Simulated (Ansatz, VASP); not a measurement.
Given: the input of a run of VASP 6.6.1 on MgS.

The input POSCAR:

```
MgS
1.0
    0.0000000000      2.8141052454      2.8141052454
    2.8141052454      0.0000000000      2.8141052454
    2.8141052454      2.8141052454      0.0000000000
S Mg
1 1
Direct
    0.2500000000      0.2500000000      0.2500000000
    0.0000000000      0.0000000000      0.0000000000
```

File INCAR.step1:

```
SYSTEM = MgS
PREC     = Accurate       ! precision mode
ENCUT    = 520            ! plane-wave cutoff, eV
EDIFF    = 1E-5           ! SCF threshold, eV
ISMEAR   = -1             ! smearing method
SIGMA    = 0.05           ! smearing width, eV
LREAL    = .FALSE.        ! projectors in reciprocal space
LASPH    = .TRUE.         ! aspherical terms in the spheres
NELM     = 60             ! most SCF steps
ALGO     = Normal         ! electronic algorithm
ISIF     = 2              ! what is computed and relaxed
LWAVE    = .TRUE.         ! write WAVECAR
GGA      = PE             ! functional
NBANDS   = 11             ! bands
```

The input INCAR.step2:

```
SYSTEM = MgS
PREC     = Accurate       ! precision mode
ENCUT    = 520            ! plane-wave cutoff, eV
EDIFF    = 1E-6           ! SCF threshold, eV
ISMEAR   = -1             ! smearing method
SIGMA    = 0.05           ! smearing width, eV
LREAL    = .FALSE.        ! projectors in reciprocal space
LASPH    = .TRUE.         ! aspherical terms in the spheres
NELM     = 60             ! most SCF steps
ALGO     = Normal         ! electronic algorithm
ISIF     = 2              ! what is computed and relaxed
LWAVE    = .FALSE.        ! write WAVECAR
LCHARG   = .TRUE.         ! write CHGCAR
GGA      = PE             ! functional
LHFCALC  = .TRUE.         ! exact exchange
AEXX     = 0.25           ! exact-exchange fraction
PRECFOCK = Normal       
LELF     = .TRUE.         ! ELF
LVHAR    = .TRUE.       
ISTART   = 1            
NBANDS   = 11             ! bands
```

File KPOINTS:

```
regular mesh
0
G
  6 6 6
  0 0 0
```

Potentials or basis: VASP PAW PBE potentials, release 64 (S, Mg).

Run with:

```bash
$ cat potpaw_PBE.64/S/POTCAR potpaw_PBE.64/Mg/POTCAR > POTCAR
$ cp INCAR.step1 INCAR
$ mpirun -np 1 vasp_std > vasp.out
$ cp INCAR.step2 INCAR
$ mpirun -np 1 vasp_std > vasp.out
```

Problem. Set up the same calculation for Ansatz 0.2.0. Potentials there: Ansatz PAW.

Solution. As run (the cutoff follows the program's own potentials):

The input input:

```
crystal:
  lattice:
    - [0.0, 2.8141052454, 2.8141052454]
    - [2.8141052454, 0.0, 2.8141052454]
    - [2.8141052454, 2.8141052454, 0.0]
  atoms:
    - { symbol: S, position: [0.25, 0.25, 0.25] }
    - { symbol: Mg, position: [0.0, 0.0, 0.0] }
hamiltonian:
  xc: pbe0
  pseudopotentials: { kind: paw }
kpoints:
  mp_grid: { grid: [6, 6, 6] }
scf:
  occupations: { method: fermi_dirac, width: 0.05 }
output:
  forces: true
  stress: true
  eigenvalues: true
```

Both were run:

|  | VASP | Ansatz | Ansatz less VASP |
| --- | --- | --- | --- |
| gap on the k mesh at the Fermi level (eV) | 5.31 | 5.31 | +0.002 |
| least direct gap on the mesh (eV) | 5.31 | 5.31 | +0.002 |
| pressure (GPa) | 0.9 | 1.1 | +0.21 |

VASP's potentials hold 8 valence electrons a cell and Ansatz's 16, so a difference there can come from the potentials and not from the codes.
